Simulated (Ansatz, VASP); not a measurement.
**KMgF3: VASP beside Ansatz**

File INCAR:

```
SYSTEM = KMgF3
  PREC = Accurate
  ENCUT = 520
  EDIFF = 1E-6
  ISMEAR = 0
  SIGMA = 0.05
  LREAL = .FALSE.
  LASPH = .TRUE.
  NELM = 80
  ALGO = Normal
  ISIF = 2
  LWAVE = .FALSE.
  LCHARG = .FALSE.
  GGA = PE
  NBANDS = 24
```

KPOINTS

```
Automatic mesh
0
G
  6 6 6
  0 0 0
```

File POSCAR:

```
KMgF3
1.0
    3.4820043744      0.0000000000      0.0000000000
    0.0000000000      3.4820043744      0.0000000000
    0.0000000000      0.0000000000      5.2230065616
K Mg F
1 1 3
Direct
    0.5000000000      0.5000000000      0.5000000000
    0.0000000000      0.0000000000      0.0000000000
    0.5000000000      0.0000000000      0.0000000000
    0.0000000000      0.5000000000      0.0000000000
    0.0000000000      0.0000000000      0.5000000000
```

Input for Ansatz:

```yaml
crystal:
  lattice:
    - [3.4820043744, 0.0, 0.0]
    - [0.0, 3.4820043744, 0.0]
    - [0.0, 0.0, 5.2230065616]
  atoms:
    - { symbol: K, position: [0.5, 0.5, 0.5] }
    - { symbol: Mg, position: [0.0, 0.0, 0.0] }
    - { symbol: F, position: [0.5, 0.0, 0.0] }
    - { symbol: F, position: [0.0, 0.5, 0.0] }
    - { symbol: F, position: [0.0, 0.0, 0.5] }
basis:
  ecutwfc: 420
kpoints:
  mp_grid: { grid: [6, 6, 6] }
hamiltonian:
  xc: pbe
scf:
  occupations: { method: gaussian, width: 0.05 }
output:
  forces: true
  stress: true
  eigenvalues: true
```

Alike in both runs: task single point; functional PBE; k mesh 6 × 6 × 6; occupations gaussian, width 0.05 eV; no spin polarisation.

|  | VASP | Ansatz |
| --- | --- | --- |
| version | VASP 6.6.1 | Ansatz 0.2.0 |
| potentials or method | VASP PAW PBE potentials, release 64 (K_sv, Mg, F), cutoff 520 eV | scalar-relativistic, plane waves, PAW |
| valence electrons in the cell | 32 | 40 |

|  | VASP | Ansatz | Ansatz less VASP |
| --- | --- | --- | --- |
| gap on the k mesh at the Fermi level (eV) | 6.41 | 6.45 | +0.031 |
| least direct gap on the mesh (eV) | 6.77 | 6.80 | +0.029 |
| pressure (GPa) | 23.0 | 22.9 | -0.11 |
| traceless stress, the component that is largest in VASP (GPa) | -27.66 | -27.15 | +0.509 |

VASP's potentials hold 32 valence electrons a cell and Ansatz's 40, so a difference there can come from the potentials and not from the codes.
